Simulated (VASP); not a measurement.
Here is a VASP 6.6.1 calculation.

INCAR

```
SYSTEM = Na3Ti2O
PREC     = Accurate       ! precision mode
ENCUT    = 520            ! plane-wave cutoff, eV
EDIFF    = 1E-7           ! SCF threshold, eV
ISMEAR   = 0              ! smearing method
SIGMA    = 0.1            ! smearing width, eV
LREAL    = .FALSE.        ! projectors in reciprocal space
LASPH    = .TRUE.         ! aspherical terms in the spheres
NELM     = 150            ! most SCF steps
ALGO     = Normal         ! electronic algorithm
ISIF     = 2              ! what is computed and relaxed
LWAVE    = .FALSE.        ! write WAVECAR
LCHARG   = .FALSE.        ! write CHGCAR
ISPIN    = 2              ! spin polarisation
MAGMOM   = 0 0 0 1 1 0    ! initial moments
LORBIT   = 11             ! projections on sites
LMAXMIX  = 4              ! l up to which the mixer works
GGA      = PE             ! functional
NBANDS   = 38             ! bands
```

KPOINTS

```
regular mesh
0
G
  6 6 2
  0 0 0
```

File POSCAR:

```
Na3Ti2O
1.0
    3.1452692800      0.0000000000      0.0000000000
    0.0000000000      3.1452692800      0.0000000000
    0.0000000000      0.0000000000      9.4034374600
Na Ti O
3 2 1
Direct
    0.5000000000      0.5000000000      0.1837450000
    0.5000000000      0.5000000000      0.5000000000
    0.5000000000      0.5000000000      0.8162550000
    0.0000000000      0.0000000000      0.3342649900
    0.0000000000      0.0000000000      0.6657350100
    0.0000000000      0.0000000000      0.0000000000
```

Potentials or basis: VASP PAW PBE potentials, release 64 (Na_pv, Ti_sv, O).

Run with:

```console
$ cat potpaw_PBE.64/Na_pv/POTCAR potpaw_PBE.64/Ti_sv/POTCAR potpaw_PBE.64/O/POTCAR > POTCAR
$ mpirun -np 1 vasp_std > vasp.out
```

(1) Predict the net moment.

(2) Predict the site moments.

## Answers

(1) 0.71 μB per cell.

(2) Na +0.01, -0.00 (each value once); Ti +0.25; O -0.01 μB.

Caveat: a moment this small can come from the mesh or the smearing.
